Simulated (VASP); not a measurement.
Here is a VASP 6.6.1 calculation.

INCAR

```
PREC = Accurate
ENCUT = 520
EDIFF = 1E-6
ISMEAR = -1
SIGMA = 0.05
LREAL = False
LASPH = True
NELM = 60
ALGO = Normal
ISIF = 2
LWAVE = False
LCHARG = False
NBANDS = 16
```

Contents of KPOINTS:

```
Automatic mesh
0
Gamma
  14 14 14
```

File POSCAR:

```
AlRu
1.0
    0.0000000000      2.1069446902      2.1069446902
    2.1069446902      0.0000000000      2.1069446902
    2.1069446902      2.1069446902      0.0000000000
Ru Al
1 1
Direct
    0.0000000000      0.0000000000      0.0000000000
    0.5000000000      0.5000000000      0.5000000000
```

Potentials or basis: VASP PAW LDA potentials, release 64 (Ru_pv, Al).

The run is started by

```console
$ cat potpaw_LDA.64/Ru_pv/POTCAR potpaw_LDA.64/Al/POTCAR > POTCAR
$ mpirun -np 1 vasp_std > vasp.out
```

Task: What does it give for the pressure?

Result: 190.8 GPa.
